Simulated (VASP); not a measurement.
# Au (P6_3/mmc) in VASP: notebook

Runs on Au. Level: PBE. Tasks: relaxation of cell and atoms, single point.

Everything below comes from runs of VASP 6.6.1. Logs are shortened: lines on timing, memory, paths and dates and some standing lists are left out, and cuts for length are marked.

## (1) The cell of the first run

It takes space group P6_3/mmc (No. 194, hexagonal). The conventional cell has a = 2.976 Å, b = 2.976 Å, c = 4.732 Å, α = 90.00°, β = 90.00°, γ = 120.00°. Au (site symmetry -6m2) has 12 Au at 2.92 to 2.98 Å within 3.9 Å.

## (2) Relaxation of cell and atoms, PBE

INCAR

```
  PREC = Accurate
  ENCUT = 600
  EDIFF = 1E-7
  ISMEAR = 0
  SIGMA = 0.1
  LREAL = F
  LASPH = T
  NELM = 100
  ALGO = Normal
  ISIF = 3
  LWAVE = F
  LCHARG = F
  GGA = PE
  IBRION = 2
  NSW = 100
  EDIFFG = -0.01
```

KPOINTS

```
regular mesh
0
Gamma
  21 21 12
```

POSCAR

```
Au
1.0
    2.9764081497      0.0000000000      0.0000000000
   -1.4882040748      2.5776450697      0.0000000000
    0.0000000000      0.0000000000      4.7315284682
Au
2
Direct
    0.6666666667      0.3333333333      0.7500000000
    0.3333333333      0.6666666667      0.2500000000
```

Potentials or basis: VASP PAW PBE potentials, release 64 (Au).

Command:

```console
$ cat potpaw_PBE.64/Au/POTCAR > POTCAR
$ mpirun -np 1 vasp_std > vasp.out
```

OUTCAR:

```text
PREC = Accurate
   ENCUT = 600
   EDIFF = 1E-7
   ISMEAR = 0
   LREAL = F
   LASPH = T
   NELM = 100
   ISIF = 3
   GGA = PE
   IBRION = 2
   NSW = 100
   EDIFFG = -0.01

 ion  position               nearest neighbor table
   1  0.667  0.333  0.750-   2 2.92   2 2.92   2 2.92   2 2.92   2 2.92   2 2.92
   2  0.333  0.667  0.250-   1 2.92   1 2.92   1 2.92   1 2.92   1 2.92   1 2.92

  LATTYP: Found a hexagonal cell.
 ALAT       =     2.9764081497
 C/A-ratio  =     1.5896772990

  Lattice vectors:

 A1 = (   2.9764081497,   0.0000000000,   0.0000000000)
 A2 = (  -1.4882040748,   2.5776450697,   0.0000000000)
 A3 = (   0.0000000000,   0.0000000000,   4.7315284682)

Analysis of symmetry for initial positions (statically):
=====================================================================
 Subroutine PRICEL returns:
 Original cell was already a primitive cell.

 Routine SETGRP: Setting up the symmetry group for a
 hexagonal supercell.

 Subroutine GETGRP returns: Found 24 space group operations
 (whereof 12 operations were pure point group operations)
 out of a pool of 24 trial point group operations.

The static configuration has the point symmetry D_3d.
 The point group associated with its full space group is D_6h.

Analysis of symmetry for dynamics (positions and initial velocities):
=====================================================================
 Subroutine PRICEL returns:
 Original cell was already a primitive cell.

 Routine SETGRP: Setting up the symmetry group for a
 hexagonal supercell.

 Subroutine GETGRP returns: Found 24 space group operations
 (whereof 12 operations were pure point group operations)
 out of a pool of 24 trial point group operations.

The dynamic configuration has the point symmetry D_3d.
 The point group associated with its full space group is D_6h.

 Subroutine INISYM returns: Found 24 space group operations
 (whereof 12 operations are pure point group operations),
 and found     1 'primitive' translations

----------------------------------------------------------------------------------------

                                     Primitive cell

  volume of cell :      36.3009

  direct lattice vectors                    reciprocal lattice vectors
     2.976408150  0.000000000  0.000000000     0.335975427  0.193975503  0.000000000
    -1.488204075  2.577645070  0.000000000     0.000000000  0.387951007  0.000000000
     0.000000000  0.000000000  4.731528468     0.000000000  0.000000000  0.211348195

  length of vectors
     2.976408150  2.976408150  4.731528468     0.387951007  0.387951007  0.211348195

  position of ions in fractional coordinates (direct lattice)
     0.666666667  0.333333333  0.750000000
     0.333333333  0.666666667  0.250000000

  ion indices of the primitive-cell ions
   primitive index   ion index
                 1           1
                 2           2

----------------------------------------------------------------------------------------

 KPOINTS: regular mesh

Automatic generation of k-mesh.
 Grid dimensions read from file:
 generate k-points for:   21   21   12

 Generating k-lattice:

  Cartesian coordinates                     Fractional coordinates (reciprocal lattice)
     0.015998830  0.009236929  0.000000000     0.047619048  0.000000000  0.000000000
     0.000000000  0.018473857  0.000000000     0.000000000  0.047619048  0.000000000
     0.000000000  0.000000000  0.017612350     0.000000000  0.000000000  0.083333333

  Length of vectors
     0.018473857  0.018473857  0.017612350

  Shift w.r.t. Gamma in fractional coordinates (k-lattice)
     0.000000000  0.000000000  0.000000000

 Subroutine IBZKPT returns following result:
 ===========================================

 Found    336 irreducible k-points:

 Following reciprocal coordinates:
            Coordinates               Weight
  0.000000  0.000000  0.000000      1.000000
  0.047619 -0.000000  0.000000      6.000000
  0.095238 -0.000000  0.000000      6.000000
  0.142857  0.000000  0.000000      6.000000
  0.190476 -0.000000  0.000000      6.000000
  0.238095 -0.000000  0.000000      6.000000
[... 16 lines left out ...]
  0.142857  0.095238  0.000000     12.000000
  0.190476  0.095238  0.000000     12.000000
 [... further k-points ...]
   k-points           NKPTS =    336   k-points in BZ     NKDIM =    336   number of bands    NBANDS=     15
   number of dos      NEDOS =    301   number of ions     NIONS =      2
   total plane-waves  NPLWV =  23040
   dimension x,y,z NGX =    24 NGY =   24 NGZ =   40
   dimension x,y,z NGXF=    48 NGYF=   48 NGZF=   80
   ions per type =               2
   NGX,Y,Z   is equivalent  to a cutoff of  13.41, 13.41, 14.05 a.u.
   NGXF,Y,Z  is equivalent  to a cutoff of  26.81, 26.81, 28.11 a.u.
 SYSTEM =  unknown system
   PREC   = accura    normal or accurate (medium, high low for compatibility)
   ISTART =      0    job   : 0-new  1-cont  2-samecut
   ICHARG =      2    charge: 1-file 2-atom 10-const
   ISPIN  =      1    spin polarized calculation?
   LNONCOLLINEAR =      F non collinear calculations
   LSORBIT =      F    spin-orbit coupling
   LASPH  =      T    aspherical Exc in radial PAW
   ENCUT  =  600.0 eV  44.10 Ry    6.64 a.u.   5.94  5.94  9.45*2*pi/ulx,y,z
   NELM   =    100;   NELMIN=  2; NELMDL= -5     # of ELM steps
   EDIFF  = 0.1E-06   stopping-criterion for ELM
   LREAL  =      F    real-space projection
   EDIFFG = -.1E-01   stopping-criterion for IOM
   NSW    =    100    number of steps for IOM
   IBRION =      2    ionic relax: 0-MD 1-quasi-New 2-CG
   NFREE  =      1    steps in history (QN), initial steepest desc. (CG)
   ISIF   =      3    stress and relaxation
   ISYM   =      2    0-nonsym 1-usesym 2-fastsym
   POTIM  = 0.5000    time-step for ionic-motion
   TEBEG  =    0.0;   TEEND  =   0.0 temperature during run
   PSTRESS=    0.0 pullay stress
   NELECT =      22.0000    total number of electrons
   NUPDOWN=      -1.0000    fix difference up-down
   EMIN   =  10.00;   EMAX   =-10.00  energy-range for DOS
   EFERMI =   0.00;   METHOD = LEGACY
   ISMEAR =     0;   SIGMA  =   0.10  broadening in eV -4-tet -1-fermi 0-gaus
   EFERMI_NEDOS =   21; number of points for ismear=-14 and -15
   IALGO  =     38    algorithm
   IMIX   =      4    mixing-type and parameters
     AMIX     =   0.40;   BMIX     =  1.00
     AMIX_MAG =   1.60;   BMIX_MAG =  1.00
  volume/ion in A,a.u.               =      18.15       122.49
  Fermi-wavevector in a.u.,A,eV,Ry     =   1.385405  2.618036 26.114296  1.919347
  Thomas-Fermi vector in A             =   2.509818
   LORBIT       =      0    0 simple, 1 ext, 2 COOP (PROOUT), +10 PAW based schemes
   GGA     = PE    functional components
   LHFCALC =     F    Hartree Fock is set to
   AEXX    =    0.0000 exact exchange contribution
   IVDW    =     0    specifies the selected vdW correction
   LEPSILON=     F    determine dielectric tensor
   LRPA    =     F    only Hartree local field effects (RPA)
 conjugate gradient relaxation of ions
 non-spin polarized calculation
 Gauss-broadening in eV      SIGMA  =   0.10
  energy-cutoff  :      600.00
  volume of cell :       36.30
 maximum number of plane-waves:      1236
 NGX is ok and might be reduce to    24
   NGX = 11   NGY = 11   NGZ = 19

--------------------------------------- Ionic step        1  -------------------------------------------

 number of electron      22.0000001 magnetization

 Free energy of the ion-electron system (eV)
  ---------------------------------------------------
  ext. energy  EPLUGINS =         0.00000000
  ---------------------------------------------------
  free energy    TOTEN  =        -6.41520911 eV

  energy without entropy =       -6.41267370  energy(sigma->0) =       -6.41394140

------------------------ aborting loop because EDIFF is reached ----------------------------------------

  FORCE on cell =-STRESS in cart. coord.  units (eV):
  Direction    XX          YY          ZZ          XY          YZ          ZX
  --------------------------------------------------------------------------------------
  -------------------------------------------------------------------------------------
  Total       -0.5351788     -0.5351788      0.3432384     -0.0000000      0.0000000     -0.0000000
  in kB      -23.6206827    -23.6206827     15.1491905     -0.0000000      0.0000000     -0.0000000
  external PRESSURE =     -10.6973916 kB  Pullay stress =       0.0000000 kB
[... 165 lines left out ...]
  energy  without entropy=       -6.4320761406  energy(sigma->0) =       -6.43320845

--------------------------------------- Ionic step        6  -------------------------------------------

 number of electron      22.0000000 magnetization

 Free energy of the ion-electron system (eV)
  ---------------------------------------------------
  ext. energy  EPLUGINS =         0.00000000
  ---------------------------------------------------
  free energy    TOTEN  =        -6.43449132 eV

  energy without entropy =       -6.43222480  energy(sigma->0) =       -6.43335806

 E-fermi :   8.6313     XC(G=0): -12.3992

 val. band max:        8.6187163946   @ k =   0.2381   0.2381   0.4167
 cond. band min:       8.6385344664   @ k =   0.4762  -0.0000   0.4167
 fundamental gap:      0.0198180718
 Fermi energy:         8.6312813166

 k-point     1 :       0.0000    0.0000    0.0000
  band No.  band energies     occupation
      1      -0.6957      2.00000
      2       1.6829      2.00000
      3       4.0317      2.00000
      4       4.2889      2.00000
      5       4.2889      2.00000
      6       4.5717      2.00000
      7       4.5717      2.00000
      8       5.2095      2.00000
      9       5.2095      2.00000
     10       6.4568      2.00000
     11       6.4568      2.00000
     12       7.7174      2.00000
     13      11.0338      0.00000
     14      23.2152      0.00000
     15      24.2789      0.00000
[... 397 lines left out ...]
 k-point    24 :       0.1905    0.0952    0.0000
  band No.  band energies     occupation
      1       1.0234      2.00000
      2       2.7400      2.00000
      3       3.6072      2.00000
      4       3.7801      2.00000
      5       4.1784      2.00000
      6       4.5074      2.00000
      7       4.9253      2.00000
      8       5.0862      2.00000
      9       5.5027      2.00000
     10       5.7982      2.00000
     11       6.5608      2.00000
     12      11.2504      0.00000
     13      11.8276      0.00000
     14      18.5077      0.00000
     15      20.4434      0.00000

 [... further k-points ...]

------------------------ aborting loop because EDIFF is reached ----------------------------------------

  FORCE on cell =-STRESS in cart. coord.  units (eV):
  Direction    XX          YY          ZZ          XY          YZ          ZX
  --------------------------------------------------------------------------------------
  -------------------------------------------------------------------------------------
  Total       -0.0161016     -0.0161016      0.0059136     -0.0000000     -0.0000000      0.0000000
  in kB       -0.7176526     -0.7176526      0.2635721     -0.0000000     -0.0000000      0.0000000
  external PRESSURE =      -0.3905777 kB  Pullay stress =       0.0000000 kB
[... 17 lines left out ...]
  FREE ENERGIE OF THE ION-ELECTRON SYSTEM (eV)
  ---------------------------------------------------
  free  energy   TOTEN  =        -6.4344913179 eV

  energy  without entropy=       -6.4322248039  energy(sigma->0) =       -6.43335806

 reached required accuracy - stopping structural energy minimisation
```

Wall time 7.6 min (1 thread of Intel Xeon Platinum 8259CL at 2.50GHz (Skylake/Cascade Lake), shared host); peak memory 0.33 GiB.

Results:

| Quantity | Value |
| --- | --- |
| Free energy | -6.4345 eV |
| Relaxed volume | 17.97 Å³/atom |
| Relaxed cell | a = 2.913 Å, b = 2.913 Å, c = 4.891 Å, α = 90.00°, β = 90.00°, γ = 120.00° |
| Space group after relaxing (to 0.05 Å) | P6_3/mmc (No. 194) |
| Energy gained by relaxing | 9.6 meV/atom |
| Ionic steps | 6 |
| Pressure after relaxing | 0.0 GPa |
| Band gap on the k mesh | zero (band 11 reaches 12.64 eV, above the bottom of band 12 at 6.04 eV) |

Step by step:
```tsv
step	energy change (eV)	largest force (eV/Å)	pressure (GPa)	volume (Å³)
1	0.0000	0.0000	-1.07	36.30
2	-0.0108	0.0000	1.13	35.66
3	-0.0115	0.0000	1.90	35.47
4	-0.0178	0.0000	0.96	35.68
5	-0.0191	0.0000	0.42	35.83
6	-0.0193	0.0000	-0.04	35.95
```

Final structure:
```
Au
1.0
     2.91318    0.00000    0.00000
    -1.45659    2.52288    0.00000
     0.00000    0.00000    4.89104
Au
2
Direct
  0.66667 0.33333 0.75000
  0.33333 0.66667 0.25000
```

Levels at points of the mesh, in eV from the Fermi level:
```csv
k point,band 7,band 8,band 9,band 10,band 11,band 12,band 13,band 14,band 15
"(0.00, 0.00, 0.00)",-4.06,-3.42,-3.42,-2.17,-2.17,-0.91,2.40,14.58,15.65
"(0.00, 0.00, 0.50)",-4.38,-4.38,-2.60,-2.60,-2.60,-2.60,10.26,10.26,14.85
```

Caveat: spin-orbit coupling is left out, which moves the levels of the heavy elements.

## (3) Single point, PBE

INCAR

```
  PREC = Accurate
  ENCUT = 520
  EDIFF = 1E-7
  ISMEAR = 0
  SIGMA = 0.1
  LREAL = False
  LASPH = True
  NELM = 100
  ALGO = Normal
  ISIF = 2
  LWAVE = False
  LCHARG = False
  GGA = PE
  NBANDS = 18
```

KPOINTS

```
regular mesh
0
Gamma
  6 6 4
```

POSCAR is that of step 2.

Potentials or basis: VASP PAW PBE potentials, release 64 (Au).

Command:

```console
$ cat potpaw_PBE.64/Au/POTCAR > POTCAR
$ mpirun -np 1 vasp_std > vasp.out
```

It took 10 s on 1 thread of Intel Xeon Platinum 8259CL at 2.50GHz (Skylake/Cascade Lake), shared host; peak memory 0.15 GiB.

The run converged. Its results:

```
Free energy            : -6.3695 eV
Pressure               : -0.1 GPa
Band gap on the k mesh : zero (band 11 reaches 12.35 eV, above the bottom of band 12 at 5.92 eV)
```

Stress tensor (GPa, compression positive):
```
-0.20  0.00  0.00
 0.00 -0.20  0.00
 0.00  0.00 -0.03
```

Levels at points of the mesh, in eV from the Fermi level:
| k point | band 8 | band 9 | band 10 | band 11 | band 12 | band 13 | band 14 | band 15 |
| --- | --- | --- | --- | --- | --- | --- | --- | --- |
| (0.00, 0.00, 0.00) | -3.47 | -3.47 | -1.98 | -1.98 | -0.35 | 3.19 | 14.43 | 16.68 |
| (0.50, 0.00, 0.00) | -1.88 | -1.66 | -1.65 | 0.32 | 1.27 | 6.12 | 7.37 | 7.50 |
| (0.00, 0.00, 0.50) | -4.22 | -2.40 | -2.40 | -2.40 | -2.40 | 11.55 | 11.55 | 14.68 |
| (0.50, 0.00, 0.50) | -2.16 | -1.74 | -1.74 | 0.66 | 0.66 | 3.67 | 3.67 | 13.06 |

Caveat: the k points lie up to 0.41 Å⁻¹ apart; spin-orbit coupling is left out, which moves the levels of the heavy elements.

(Continued in part 2 of 2.)
